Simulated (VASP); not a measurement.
## CoMo: single point with LDA

Crystal: CoMo.

```
Co Mo
1.0
     2.69493    0.00000    0.00000
    -1.34746    2.33388    0.00000
     0.00000    0.00000    4.18362
Co Mo
1 1
Cartesian
  1.3475 0.7780 2.0918
  0.0000 1.5559 0.0000
```

```json
{
  "Program": "VASP 6.6.1",
  "Task": "single point",
  "Functional": "LDA",
  "Potentials or basis": "VASP PAW LDA potentials, release 64 (Co_sv, Mo_sv)",
  "Cutoff": "690 eV",
  "k mesh": "14 × 14 × 8",
  "Occupations": "fermi-dirac, width 0.05 eV",
  "Spin": "no spin polarisation",
  "Dipole correction": "no",
  "Further INCAR settings": "ALGO = Normal; EDIFF = 1e-06; NBANDS = 22"
}
```

The pressure is -12.8 GPa. The band gap on the k mesh is zero (an odd number of electrons rules out a gap without spin polarisation).

Stress tensor (GPa, compression positive):
```
-12.68   0.00   0.00
  0.00 -12.68   0.00
  0.00   0.00 -13.12
```

Levels at points of the mesh, in eV from the Fermi level:
| k point | band 14 | band 15 | band 16 | band 17 | band 18 | band 19 |
| --- | --- | --- | --- | --- | --- | --- |
| (0.00, 0.00, 0.00) | -0.94 | -0.94 | -0.46 | -0.46 | 1.49 | 2.89 |
| (0.50, 0.00, 0.00) | -1.13 | -0.73 | 0.12 | 2.71 | 2.83 | 4.97 |
| (0.00, 0.00, 0.50) | -1.53 | -1.53 | -1.52 | 0.45 | 0.45 | 2.84 |
| (0.50, 0.00, 0.50) | -0.21 | 0.07 | 1.20 | 1.96 | 2.15 | 4.17 |

Run time: 100 s on 1 thread of Intel(R) Xeon(R) Platinum 8259CL CPU @ 2.50GHz (Skylake/Cascade Lake), on a shared host, peak memory 0.22 GiB.

Caveat: the cell stands under tension; the run has no spin polarisation, though such a crystal can be magnetic. Spin polarisation is off, so any magnetic state and its effect on volume and gap are missing.
